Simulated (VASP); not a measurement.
# SnO (P1) in VASP: further runs, part 2 of 2

VASP 6.6.1. Earlier steps stand in the parts before.

### 3 Single point, PBEsol (atom 1 (Sn) moved by (-0.225, +0.225) A along [1 1 0] and z)

File INCAR:

```
SYSTEM = SnO
PREC = Accurate
ENCUT = 600
EDIFF = 1E-6
ISMEAR = 0
SIGMA = 0.05
LREAL = .False.
LASPH = .True.
NELM = 120
ALGO = Normal
ISIF = 2
LWAVE = .False.
LCHARG = .False.
GGA = PS
NBANDS = 28
GGA_COMPAT = .False.
```

File KPOINTS:

```
regular mesh
0
Gamma
  8 6 6
  0 0 0
```

File POSCAR:

```
SnO
1.0
    3.3550050000      0.0000000000      0.0000000000
    0.0000000000      5.6741040000      0.0000000000
    0.0000000000      0.0000000000      4.2219700000
Sn O
2 2
Direct
   -0.0474213975      0.2038695024      0.5664366572
    0.5000000000      0.7680910000      0.0131440000
    0.0000000000      0.8912500000      0.7368570000
    0.5000000000      0.1087500000      0.2368570000
```

Potentials or basis: VASP PAW PBE potentials, release 64 (Sn_d, O).

The run is started by

```console
cat potpaw_PBE.64/Sn_d/POTCAR potpaw_PBE.64/O/POTCAR > POTCAR
mpirun -np 1 vasp_std > vasp.out
```

OUTCAR:

```text
SYSTEM = SnO
   PREC = Accurate
   ENCUT = 600
   EDIFF = 1E-6
   ISMEAR = 0
   LREAL = .False.
   LASPH = .True.
   NELM = 120
   ISIF = 2
   GGA = PS

 ion  position               nearest neighbor table
   1  0.953  0.204  0.566-   3 1.92   4 2.13   4 2.37   2 3.46   2 3.61   2 3.73
   2  0.500  0.768  0.013-   4 2.15   3 2.16   3 2.16   1 3.46   1 3.61   1 3.73
   3  0.000  0.891  0.737-   1 1.92   2 2.16   2 2.16
   4  0.500  0.109  0.237-   1 2.13   2 2.15   1 2.37

  LATTYP: Found a simple orthorhombic cell.
 ALAT       =     3.3550050000
 B/A-ratio  =     1.2584094510
 C/A-ratio  =     1.6912356315

  Lattice vectors:

 A1 = (  -3.3550050000,   0.0000000000,   0.0000000000)
 A2 = (   0.0000000000,   0.0000000000,   4.2219700000)
 A3 = (   0.0000000000,   5.6741040000,   0.0000000000)

Analysis of symmetry for initial positions (statically):
=====================================================================
 Subroutine PRICEL returns:
 Original cell was already a primitive cell.

 Routine SETGRP: Setting up the symmetry group for a
 simple orthorhombic supercell.

 Subroutine GETGRP returns: Found  1 space group operations
 (whereof  1 operations were pure point group operations)
 out of a pool of  8 trial point group operations.

The static configuration has the point symmetry C_1 .

Analysis of symmetry for dynamics (positions and initial velocities):
=====================================================================
 Subroutine PRICEL returns:
 Original cell was already a primitive cell.

 Routine SETGRP: Setting up the symmetry group for a
 simple orthorhombic supercell.

 Subroutine GETGRP returns: Found  1 space group operations
 (whereof  1 operations were pure point group operations)
 out of a pool of  8 trial point group operations.

[... 118 lines left out ...]
   EFERMI =   0.00;   METHOD = LEGACY
   ISMEAR =     0;   SIGMA  =   0.05  broadening in eV -4-tet -1-fermi 0-gaus
   EFERMI_NEDOS =   21; number of points for ismear=-14 and -15
   IALGO  =     38    algorithm
   IMIX   =      4    mixing-type and parameters
     AMIX     =   0.40;   BMIX     =  1.00
     AMIX_MAG =   1.60;   BMIX_MAG =  1.00
  volume/ion in A,a.u.               =      20.09       135.59
  Fermi-wavevector in a.u.,A,eV,Ry     =   1.297357  2.451650 22.900458  1.683136
  Thomas-Fermi vector in A             =   2.428755
   LORBIT       =      0    0 simple, 1 ext, 2 COOP (PROOUT), +10 PAW based schemes
   GGA     = PS    functional components
   LHFCALC =     F    Hartree Fock is set to
   AEXX    =    0.0000 exact exchange contribution
   IVDW    =     0    specifies the selected vdW correction
   LEPSILON=     F    determine dielectric tensor
   LRPA    =     F    only Hartree local field effects (RPA)
 non-spin polarized calculation
 Gauss-broadening in eV      SIGMA  =   0.05
  energy-cutoff  :      600.00
  volume of cell :       80.37
 maximum number of plane-waves:      2719
   NGX = 13   NGY = 23   NGZ = 17

 number of electron      39.9999999 magnetization

 Free energy of the ion-electron system (eV)
  ---------------------------------------------------
  ext. energy  EPLUGINS =         0.00000000
  ---------------------------------------------------
  free energy    TOTEN  =       -23.41149379 eV

  energy without entropy =      -23.41149379  energy(sigma->0) =      -23.41149379

 E-fermi :   4.8683     XC(G=0):  -9.7233

 val. band max:        4.6150715755   @ k =   0.1250   0.0000   0.0000
 cond. band min:       5.9949014916   @ k =   0.3750   0.5000   0.0000
 fundamental gap:      1.3798299161
 Fermi energy:         4.8682612544

 k-point     1 :       0.0000    0.0000    0.0000
  band No.  band energies     occupation
      1     -16.7236      2.00000
      2     -16.1886      2.00000
      3     -16.1320      2.00000
      4     -16.0675      2.00000
      5     -16.0191      2.00000
      6     -15.9984      2.00000
[... 733 lines left out ...]
     27      13.9108      0.00000
     28      14.6620      0.00000

 [... further k-points ...]

------------------------ aborting loop because EDIFF is reached ----------------------------------------

  FORCE on cell =-STRESS in cart. coord.  units (eV):
  Direction    XX          YY          ZZ          XY          YZ          ZX
  --------------------------------------------------------------------------------------
  -------------------------------------------------------------------------------------
  Total       -1.0187653      4.1529505     -0.5615979      0.1601041     -3.0422793      0.5440348
  in kB      -20.3085586     82.7869211    -11.1951631      3.1915923    -60.6462643     10.8450530
  external PRESSURE =      17.0943998 kB  Pullay stress =       0.0000000 kB

 VOLUME and BASIS-vectors are now :
 -----------------------------------------------------------------------------
  energy-cutoff  :      600.00
  volume of cell :       80.37
      direct lattice vectors                 reciprocal lattice vectors
     3.355005000  0.000000000  0.000000000     0.298062149  0.000000000  0.000000000
     0.000000000  5.674104000  0.000000000     0.000000000  0.176239279  0.000000000
     0.000000000  0.000000000  4.221970000     0.000000000  0.000000000  0.236856254

 POSITION                                       TOTAL-FORCE (eV/Angst)
 -----------------------------------------------------------------------------------
      3.19591      1.15678      2.39148         0.325055      2.868048     -1.756818
      1.67750      4.35823      0.05549        -0.066326     -0.069752      0.548551
      0.00000      5.05705      3.11099         0.074152     -2.381427      0.873178
      1.67750      0.61706      1.00000        -0.332881     -0.416870      0.335089
 -----------------------------------------------------------------------------------
    total drift:                               -0.000317     -0.000421     -0.000556

  FREE ENERGIE OF THE ION-ELECTRON SYSTEM (eV)
  ---------------------------------------------------
  free  energy   TOTEN  =       -23.4114937850 eV

  energy  without entropy=      -23.4114937850  energy(sigma->0) =      -23.41149379
```

OSZICAR:

```text
N       E                     dE             d eps       ncg     rms          rms(c)
DAV:   1     0.457379505242E+03    0.45738E+03   -0.21906E+04  8580   0.227E+03
DAV:   2     0.476019930932E+02   -0.40978E+03   -0.39321E+03  8544   0.576E+02
DAV:   3    -0.231419038337E+02   -0.70744E+02   -0.69426E+02  9512   0.196E+02
DAV:   4    -0.269033028665E+02   -0.37614E+01   -0.37398E+01  9640   0.481E+01
DAV:   5    -0.269939556468E+02   -0.90653E-01   -0.90633E-01  9260   0.807E+00    0.113E+01
DAV:   6    -0.235282733147E+02    0.34657E+01   -0.16278E+01 13524   0.477E+01    0.525E+00
DAV:   7    -0.234601129259E+02    0.68160E-01   -0.20922E+00  9780   0.928E+00    0.259E+00
DAV:   8    -0.234217899122E+02    0.38323E-01   -0.28596E-01 11688   0.407E+00    0.900E-01
DAV:   9    -0.234107185077E+02    0.11071E-01   -0.33997E-02 12004   0.214E+00    0.263E-01
DAV:  10    -0.234113044166E+02   -0.58591E-03   -0.78760E-03 10196   0.648E-01    0.144E-01
DAV:  11    -0.234115580270E+02   -0.25361E-03   -0.77291E-04 11348   0.375E-01    0.548E-02
DAV:  12    -0.234114906194E+02    0.67408E-04   -0.23355E-04 11680   0.185E-01    0.146E-02
DAV:  13    -0.234114940602E+02   -0.34408E-05   -0.78967E-05  9820   0.714E-02    0.867E-03
DAV:  14    -0.234114937850E+02    0.27520E-06   -0.69280E-06 11396   0.252E-02
   1 F= -.23411494E+02 E0= -.23411494E+02  d E =-.168453E-14
```

stdout:

```text
POSCAR found type information on POSCAR SnO
 POSCAR found :  2 types and       4 ions
 scaLAPACK will be used
 -----------------------------------------------------------------------------
|                                                                             |
|                                                                             |
|     You enforced a specific xc type in the INCAR file but a different       |
|     I HOPE YOU KNOW WHAT YOU ARE DOING!                                     |
|                                                                             |
 -----------------------------------------------------------------------------

 LDA part: xc-table for (Slater+PW92), standard interpolation
 POSCAR, INCAR and KPOINTS ok, starting setup
 FFT: planning ... GRIDC
 FFT: planning ... GRID_SOFT
 FFT: planning ... GRID
 WAVECAR not read
 entering main loop
```

Wall time 5 min (1 thread of Oxide Virtual Turin-like, shared host); peak memory 0.41 GiB.

What came out:

```yaml
Free_energy: -23.4115 eV
Pressure: 1.7 GPa
Largest_force: 3.379 eV/Å
Band_gap_on_the_k_mesh: 1.38 eV (least direct gap 1.83 eV)
```

Forces on the atoms (eV/Å):
```
Sn   0.325  2.868 -1.757
Sn  -0.066 -0.070  0.549
O    0.074 -2.381  0.873
O   -0.333 -0.417  0.335
```

Stress tensor (GPa, compression positive):
```
-2.03  0.32  1.08
 0.32  8.28 -6.06
 1.08 -6.06 -1.12
```

Caveat: the cell differs from its parent crystal (atom 1 (Sn) moved by (-0.225, +0.225) A along [1 1 0] and z); the stress differs along the axes, from -2 to 8 GPa; the PAW data sets were made with another functional, which shifts forces and pressure a little; spin-orbit coupling is left out, which moves the levels of the heavy elements. A k mesh can miss the band edges.

### 4 Single point, PBEsol (atom 1 (Sn) moved by (+0.225, -0.225) A along [1 1 0] and z)

File INCAR:

```
ALGO = Normal
EDIFF = 1E-6
ENCUT = 600
GGA = PS
GGA_COMPAT = False
ISIF = 2
ISMEAR = 0
LASPH = True
LCHARG = True
LELF = True
LREAL = False
LVHAR = True
LWAVE = False
NBANDS = 28
NELM = 120
PREC = Accurate
SIGMA = 0.05
```

File KPOINTS:

```
k-points
0
Gamma
  8 6 6
```

POSCAR: that of step 3 with these lines changed.

```diff
@@ -8,3 +8,3 @@
 Direct
-   -0.0474213975      0.2038695024      0.5664366572
+    0.0474213975      0.2599484976      0.4598513428
     0.5000000000      0.7680910000      0.0131440000
```

The run is started by

```console
cat potpaw_PBE.64/Sn_d/POTCAR potpaw_PBE.64/O/POTCAR > POTCAR
mpirun -np 1 vasp_std > vasp.out
```

It took 7.7 min on 1 thread of Oxide Virtual Turin-like, shared host; peak memory 0.41 GiB.

Results (log left out):

* Free energy: -23.4809 eV
* Pressure: -3.3 GPa
* Largest force: 1.856 eV/Å
* Band gap on the k mesh: 1.21 eV (least direct gap 1.96 eV)

Forces on the atoms (eV/Å):
```
Sn  -1.339 -0.607  1.132
Sn   0.029  0.654 -0.595
O    0.112  0.422  0.130
O    1.198 -0.468 -0.666
```

Stress tensor (GPa, compression positive):
```
-2.35 -2.58 -2.05
-2.58 -4.92  3.58
-2.05  3.58 -2.60
```

Levels at points of the mesh, in eV from the valence-band top:
| k point | band 18 | band 19 | band 20 | band 21 | band 22 | band 23 |
| --- | --- | --- | --- | --- | --- | --- |
| (0.00, 0.00, 0.00) | -2.58 | -2.00 | 0.00 | 2.27 | 2.89 | 5.07 |
| (0.50, 0.00, 0.00) | -2.20 | -1.67 | -1.29 | 2.59 | 2.86 | 4.52 |
| (0.00, 0.50, 0.00) | -2.61 | -1.59 | -1.44 | 3.11 | 3.66 | 4.27 |
| (0.50, 0.50, 0.00) | -2.30 | -1.29 | -0.99 | 1.68 | 1.91 | 5.71 |
| (0.00, 0.00, 0.50) | -2.80 | -1.65 | -1.56 | 2.15 | 2.61 | 4.62 |
| (0.50, 0.00, 0.50) | -2.72 | -1.38 | -1.23 | 1.31 | 1.82 | 4.29 |
| (0.00, 0.50, 0.50) | -2.69 | -2.01 | -1.17 | 1.55 | 1.86 | 5.22 |
| (0.50, 0.50, 0.50) | -3.17 | -0.62 | -0.57 | 2.00 | 2.26 | 3.69 |

Caveat: the cell differs from its parent crystal (atom 1 (Sn) moved by (+0.225, -0.225) A along [1 1 0] and z); the cell stands under tension; the PAW data sets were made with another functional, which shifts forces and pressure a little; spin-orbit coupling is left out, which moves the levels of the heavy elements.

### 5 Summary

```csv
cell,gap on the mesh (eV),pressure (GPa),largest force (eV/Å)
"as given, atomic positions A",1.24,5.8,5.05
"as given, atomic positions B",1.38,1.7,3.38
"as given, atomic positions C",1.21,-3.3,1.86
```

Alike in all rows: task single point; level PBEsol; potentials or basis VASP PAW PBE potentials, release 64 (Sn_d, O); no spin polarisation; k mesh 8 × 6 × 6; cutoff (eV) 600; smearing gaussian 0.05 eV.

Caveats: the PAW data sets were made with another functional, which shifts forces and pressure a little; spin-orbit coupling is left out, which moves the levels of the heavy elements; the stress differs along the axes, from 4 to 9 GPa (at least some runs); the stress differs along the axes, from -2 to 8 GPa (at least some runs); the cell stands under tension (at least some runs).

Total energies depend on the potentials used, so only differences within one code and one set of settings carry meaning.
